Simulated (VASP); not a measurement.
Wanted: the native input for a VASP 6.6.1 run.

```
Task                   : single point
Functional             : PBE
Potentials or basis    : VASP PAW PBE potentials, release 64 (Fe, Co)
Cutoff                 : 600 eV
k mesh                 : 14 × 14 × 14
Occupations            : gaussian, width 0.1 eV
Spin                   : collinear spin, ferromagnetic start
Starting moments       : [3.09, 2.02] μB
Dipole correction      : no
Further INCAR settings : ALGO = Normal; EDIFF = 1e-06; NBANDS = 20
```

The structure of FeCo lies in POSCAR:

```
FeCo
1.0
    2.8730467818      0.0000000000      0.0000000000
    0.0000000000      2.8730467818      0.0000000000
    0.0000000000      0.0000000000      2.8730467818
Fe Co
1 1
Direct
    0.5000000000      0.5000000000      0.5000000000
    0.0000000000      0.0000000000      0.0000000000
```

One way to write it, as run:

INCAR

```
SYSTEM = FeCo
PREC = Accurate
ENCUT = 600
EDIFF = 1E-6
ISMEAR = 0
SIGMA = 0.1
LREAL = .FALSE.
LASPH = .TRUE.
NELM = 200
ALGO = Normal
ISIF = 2
LWAVE = .FALSE.
LCHARG = .FALSE.
ISPIN = 2
MAGMOM = 3.09 2.02
LORBIT = 11
LMAXMIX = 4
GGA = PE
NBANDS = 20
GGA_COMPAT = .FALSE.
```

KPOINTS

```
regular mesh
0
G
  14 14 14
  0 0 0
```

Potentials or basis: VASP PAW PBE potentials, release 64 (Fe, Co).

Command:

```console
$ cat potpaw_PBE.64/Fe/POTCAR potpaw_PBE.64/Co/POTCAR > POTCAR
$ mpirun -np 1 vasp_std > vasp.out
```

It gave:

* Pressure: -5.9 GPa
* Net moment: 4.55 μB per cell
* Site moments: Fe +2.81; Co +1.77 μB
* Valence electrons inside the program's atomic spheres: Fe 7.09; Co 8.18

Caveat: the cell stands under tension.

Wall time 3.2 min on 1 thread of Oxide Virtual Turin-like Processor, on a shared host, peak memory 0.21 GiB.
